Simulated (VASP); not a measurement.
Wanted: the native input for a VASP 6.6.1 run.

| Item | Value |
| --- | --- |
| Task | single point |
| Functional | PBE |
| Potentials or basis | VASP PAW PBE potentials, release 64 (Mo_sv, S) |
| Cutoff | 520 eV |
| k mesh | 14 × 14 × 14 |
| Occupations | gaussian, width 0.1 eV |
| Spin | no spin polarisation |
| Hubbard terms | Mo d U = 4.38 eV |
| Dipole correction | no |
| Further INCAR settings | ALGO = Normal; EDIFF = 1e-07; NBANDS = 17 |

The structure of MoS lies in POSCAR:

```
MoS
1.0
    3.0720312719      0.0000000000      0.0000000000
    0.0000000000      3.0720312719      0.0000000000
    0.0000000000      0.0000000000      3.0720312719
Mo S
1 1
Direct
    0.0000000000      0.0000000000      0.0000000000
    0.5000000000      0.5000000000      0.5000000000
```

The input as run:

INCAR

```
PREC = Accurate ; ENCUT = 520
EDIFF = 1E-7 ; ISMEAR = 0
SIGMA = 0.1 ; LREAL = False
LASPH = True ; NELM = 150
ALGO = Normal ; ISIF = 2
LWAVE = False ; LCHARG = False
LMAXMIX = 4 ; LDAU = True
LDAUTYPE = 2 ; LDAUL = 2 -1
LDAUU = 4.38 0 ; LDAUJ = 0 0
LDAUPRINT = 1 ; GGA = PE
NBANDS = 17
```

KPOINTS

```
regular mesh
0
Gamma
  14 14 14
```

Potentials or basis: VASP PAW PBE potentials, release 64 (Mo_sv, S).

Run with:

```bash
$ cat potpaw_PBE.64/Mo_sv/POTCAR potpaw_PBE.64/S/POTCAR > POTCAR
$ mpirun -np 1 vasp_std > vasp.out
```

Results of the run:

```
Pressure               : -7.1 GPa
Band gap on the k mesh : zero (bands 10 and 11 overlap by 2.97 eV)
```

Caveat: the cell stands under tension; U without spin polarisation on a metal has little footing.

Wall time 23 s on 1 thread of AMD EPYC 9R45 96-Core Processor (Zen 5) (shared host), peak memory 0.15 GiB.
